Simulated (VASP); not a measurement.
# Rh (Fm-3m) in VASP: a series of runs

Runs on Rh. Level: PBE. Tasks: electric field gradients.

Program: VASP 6.6.1. These are calculated values, not measurements. Logs are shortened: lines on timing, memory, paths and dates and some standing lists are left out, and cuts for length are marked.

### 1 The cell of the first run

Symmetry: Fm-3m, No. 225, cubic system. The conventional cell has a = 3.853 Å, b = 3.853 Å, c = 3.853 Å, α = 90.00°, β = 90.00°, γ = 90.00°. Rh (site symmetry m-3m) has 12 Rh at 2.72 Å within 3.6 Å.

### 2 Electric field gradients, PBE (volume scaled by 1.04)

Input file INCAR:

```
PREC     = Accurate       # precision mode
ENCUT    = 520            # plane-wave cutoff, eV
EDIFF    = 1E-8           # SCF threshold, eV
ISMEAR   = -1             # smearing method
SIGMA    = 0.08           # smearing width, eV
LREAL    = F              # projectors in reciprocal space
LASPH    = T              # aspherical terms in the spheres
NELM     = 100            # most SCF steps
ALGO     = Normal         # electronic algorithm
ISIF     = 2              # what is computed and relaxed
LWAVE    = F              # write WAVECAR
LCHARG   = F              # write CHGCAR
GGA      = PE             # functional
LEFG     = T            
NBANDS   = 14             # bands
```

Input file KPOINTS:

```
Automatic mesh
0
Gamma
  16 16 16
```

Input file POSCAR:

```
Rh
1.0
    0.0000000000      1.9265732643      1.9265732643
    1.9265732643      0.0000000000      1.9265732643
    1.9265732643      1.9265732643      0.0000000000
Rh
1
Direct
    0.0000000000      0.0000000000      0.0000000000
```

Potentials or basis: VASP PAW PBE potentials, release 64 (Rh_pv).

Started as:

```bash
> cat potpaw_PBE.64/Rh_pv/POTCAR > POTCAR
> mpirun -np 1 vasp_std > vasp.out
```

OUTCAR:

```text
PREC = Accurate
   ENCUT = 520
   EDIFF = 1E-8
   ISMEAR = -1
   LREAL = F
   LASPH = T
   NELM = 100
   ISIF = 2
   GGA = PE

 ion  position               nearest neighbor table
   1  0.000  0.000  0.000-

  LATTYP: Found a face centered cubic cell.
 ALAT       =     3.8531465286

  Lattice vectors:

 A1 = (   0.0000000000,   1.9265732643,   1.9265732643)
 A2 = (   1.9265732643,   0.0000000000,   1.9265732643)
 A3 = (   1.9265732643,   1.9265732643,   0.0000000000)

Analysis of symmetry for initial positions (statically):
=====================================================================
 Subroutine PRICEL returns:
 Original cell was already a primitive cell.

 Routine SETGRP: Setting up the symmetry group for a
 face centered cubic supercell.

 Subroutine GETGRP returns: Found 48 space group operations
 (whereof 48 operations were pure point group operations)
 out of a pool of 48 trial point group operations.

The static configuration has the point symmetry O_h .

Analysis of symmetry for dynamics (positions and initial velocities):
=====================================================================
 Subroutine PRICEL returns:
 Original cell was already a primitive cell.

 Routine SETGRP: Setting up the symmetry group for a
 face centered cubic supercell.

 Subroutine GETGRP returns: Found 48 space group operations
 (whereof 48 operations were pure point group operations)
 out of a pool of 48 trial point group operations.

The dynamic configuration has the point symmetry O_h .

 Subroutine INISYM returns: Found 48 space group operations
 (whereof 48 operations are pure point group operations),
 and found     1 'primitive' translations

----------------------------------------------------------------------------------------

                                     Primitive cell

  volume of cell :      14.3017

  direct lattice vectors                    reciprocal lattice vectors
     0.000000000  1.926573264  1.926573264    -0.259528153  0.259528153  0.259528153
     1.926573264  0.000000000  1.926573264     0.259528153 -0.259528153  0.259528153
     1.926573264  1.926573264  0.000000000     0.259528153  0.259528153 -0.259528153

[... 124 lines left out ...]
  free energy    TOTEN  =        -7.27053770 eV

  energy without entropy =       -7.23907374  energy(sigma->0) =       -7.25480572

 E-fermi :  11.1871     XC(G=0): -13.7780

 val. band max:       11.1868306567   @ k =  -0.3750   0.0625   0.0000
 cond. band min:      11.1872846636   @ k =  -0.1875   0.1250   0.0000
 fundamental gap:      0.0004540069
 Fermi energy:        11.1870770751

 k-point     1 :       0.0000    0.0000    0.0000
  band No.  band energies     occupation
      1     -35.1133      2.00000
      2     -35.1133      2.00000
      3     -35.1133      2.00000
      4       3.5241      2.00000
      5       8.3021      2.00000
      6       8.3021      2.00000
      7       8.3021      2.00000
      8      10.2612      1.99998
      9      10.2612      1.99998
     10      27.2103      0.00000
     11      31.8478      0.00000
     12      32.4484      0.00000
     13      32.4484      0.00000
     14      32.4484      0.00000
[... 377 lines left out ...]
      1     -35.1735      2.00000
      2     -35.1316      2.00000
      3     -35.1181      2.00000
      4       3.9215      2.00000
      5       8.1156      2.00000
      6       8.4401      2.00000
      7       8.4845      2.00000
      8      10.0882      2.00000
      9      10.2860      1.99997
     10      27.7445      0.00000
     11      30.7650      0.00000
     12      31.8496      0.00000
     13      32.4506      0.00000
     14      33.2665      0.00000

 [... further k-points ...]

------------------------ aborting loop because EDIFF is reached ----------------------------------------

  FORCE on cell =-STRESS in cart. coord.  units (eV):
  Direction    XX          YY          ZZ          XY          YZ          ZX
  --------------------------------------------------------------------------------------
  -------------------------------------------------------------------------------------
  Total       -0.3676728     -0.3676728     -0.3676728      0.0000000      0.0000000     -0.0000000
  in kB      -41.1894009    -41.1894009    -41.1894009      0.0000000      0.0000000     -0.0000000
  external PRESSURE =     -41.1894009 kB  Pullay stress =       0.0000000 kB

 VOLUME and BASIS-vectors are now :
 -----------------------------------------------------------------------------
  energy-cutoff  :      520.00
  volume of cell :       14.30
      direct lattice vectors                 reciprocal lattice vectors
     0.000000000  1.926573264  1.926573264    -0.259528153  0.259528153  0.259528153
     1.926573264  0.000000000  1.926573264     0.259528153 -0.259528153  0.259528153
     1.926573264  1.926573264  0.000000000     0.259528153  0.259528153 -0.259528153

 POSITION                                       TOTAL-FORCE (eV/Angst)
 -----------------------------------------------------------------------------------
      0.00000      0.00000      0.00000         0.000000      0.000000      0.000000
 -----------------------------------------------------------------------------------
    total drift:                                0.000000      0.000000      0.000000

  FREE ENERGIE OF THE ION-ELECTRON SYSTEM (eV)
  ---------------------------------------------------
  free  energy   TOTEN  =        -7.2705376975 eV

  energy  without entropy=       -7.2390737381  energy(sigma->0) =       -7.25480572

 Electric field gradients (V/A^2)
---------------------------------------------------------------------
 ion       V_xx      V_yy      V_zz      V_xy      V_xz      V_yz
---------------------------------------------------------------------
   1       0.000     0.000     0.000    -0.000    -0.000    -0.000
---------------------------------------------------------------------

 Electric field gradients after diagonalization (V/A^2)
 (convention: |V_zz| > |V_xx| > |V_yy|)
----------------------------------------------------------------------
 ion       V_xx      V_yy      V_zz     asymmetry (V_yy - V_xx)/ V_zz
----------------------------------------------------------------------
   1       0.000     0.000    -0.000       0.000
----------------------------------------------------------------------

           NMR quadrupolar parameters

 Cq : quadrupolar parameter    Cq=e*Q*V_zz/h
 eta: asymmetry parameters     (V_yy - V_xx)/ V_zz
 Q  : nuclear electric quadrupole moment in mb (millibarn)
----------------------------------------------------------------------
 ion       Cq(MHz)       eta       Q (mb)
----------------------------------------------------------------------
   1      -0.000       0.000       1.000
----------------------------------------------------------------------
```

stdout:

```text
POSCAR found type information on POSCAR Rh
 POSCAR found :  1 types and       1 ions
 scaLAPACK will be used
 LDA part: xc-table for (Slater+PW92), standard interpolation
 POSCAR, INCAR and KPOINTS ok, starting setup
 FFT: planning ... GRIDC
 FFT: planning ... GRID_SOFT
 FFT: planning ... GRID
 WAVECAR not read
 entering main loop
ion   1
```

Wall time 10 s (1 thread of Intel Xeon 6975P-C (Granite Rapids), shared host); peak memory 0.14 GiB.

Results:

```
Free energy : -7.2705 eV
Pressure    : -4.1 GPa
```

Levels at points of the mesh, in eV from the Fermi level:
```csv
k point,band 4,band 5,band 6,band 7,band 8,band 9,band 10,band 11
"(0.00, 0.00, 0.00)",-7.66,-2.88,-2.88,-2.88,-0.93,-0.93,16.02,20.66
"(0.50, 0.00, 0.00)",-5.79,-2.95,-2.95,0.54,0.54,0.79,8.25,15.51
"(0.50, 0.50, 0.00)",-5.94,-5.59,0.51,0.93,0.93,3.23,11.79,13.10
```

Caveat: the cell differs from its parent crystal (volume scaled by 1.04); without QUAD_EFG the Cq values of the log hold for a quadrupole moment of 1 mb, not for the nuclei.

### 3 Electric field gradients, PBE

This run uses another cell than the first one, of 13.75 Å³/atom, 0.962 times its volume.

Input file INCAR:

```
  PREC = Accurate
  ENCUT = 520
  EDIFF = 1E-8
  ISMEAR = -1
  SIGMA = 0.08
  LREAL = F
  LASPH = T
  NELM = 100
  ALGO = Normal
  ISIF = 2
  LWAVE = F
  LCHARG = F
  GGA = PE
  LEFG = T
  NBANDS = 14
```

Input file KPOINTS:

```
regular mesh
0
Gamma
  5 5 5
```

Input file POSCAR:

```
Rh
1.0
    0.0000000000      1.9015500000      1.9015500000
    1.9015500000      0.0000000000      1.9015500000
    1.9015500000      1.9015500000      0.0000000000
Rh
1
Direct
    0.0000000000      0.0000000000      0.0000000000
```

Potentials or basis: VASP PAW PBE potentials, release 64 (Rh_pv).

Started as:

```bash
> cat potpaw_PBE.64/Rh_pv/POTCAR > POTCAR
> mpirun -np 1 vasp_std > vasp.out
```

OUTCAR:

```text
PREC = Accurate
   ENCUT = 520
   EDIFF = 1E-8
   ISMEAR = -1
   LREAL = F
   LASPH = T
   NELM = 100
   ISIF = 2
   GGA = PE

 ion  position               nearest neighbor table
   1  0.000  0.000  0.000-

  LATTYP: Found a face centered cubic cell.
 ALAT       =     3.8031000000

  Lattice vectors:

 A1 = (   0.0000000000,   1.9015500000,   1.9015500000)
 A2 = (   1.9015500000,   0.0000000000,   1.9015500000)
[... 358 lines left out ...]
    total drift:                                0.000000     -0.000000      0.000000

  FREE ENERGIE OF THE ION-ELECTRON SYSTEM (eV)
  ---------------------------------------------------
  free  energy   TOTEN  =        -7.1336798175 eV

  energy  without entropy=       -7.0739343760  energy(sigma->0) =       -7.10380710

 Electric field gradients (V/A^2)
---------------------------------------------------------------------
 ion       V_xx      V_yy      V_zz      V_xy      V_xz      V_yz
---------------------------------------------------------------------
   1       0.000     0.000     0.000     0.001     0.001     0.001
---------------------------------------------------------------------

 Electric field gradients after diagonalization (V/A^2)
 (convention: |V_zz| > |V_xx| > |V_yy|)
----------------------------------------------------------------------
 ion       V_xx      V_yy      V_zz     asymmetry (V_yy - V_xx)/ V_zz
----------------------------------------------------------------------
   1      -0.001    -0.001     0.001       0.000
----------------------------------------------------------------------

           NMR quadrupolar parameters

 Cq : quadrupolar parameter    Cq=e*Q*V_zz/h
 eta: asymmetry parameters     (V_yy - V_xx)/ V_zz
 Q  : nuclear electric quadrupole moment in mb (millibarn)
----------------------------------------------------------------------
 ion       Cq(MHz)       eta       Q (mb)
----------------------------------------------------------------------
   1       0.000       0.000       1.000
----------------------------------------------------------------------
```

Run time: 6.5 s. Hardware: 1 thread of Intel Xeon 8259CL, shared host; peak memory 0.12 GiB.

Results:

| Property | Result |
| --- | --- |
| Free energy | -7.1337 eV |
| Pressure | 8.9 GPa |

Levels at points of the mesh, in eV from the Fermi level:
```tsv
k point	band 3	band 4	band 5	band 6	band 7	band 8	band 9	band 10	band 11	band 12
(0.00, 0.00, 0.00)	-46.60	-8.22	-3.32	-3.32	-3.32	-1.22	-1.22	15.72	20.36	21.20
```

Caveat: the k points lie up to 0.57 Å⁻¹ apart; without QUAD_EFG the Cq values of the log hold for a quadrupole moment of 1 mb, not for the nuclei.
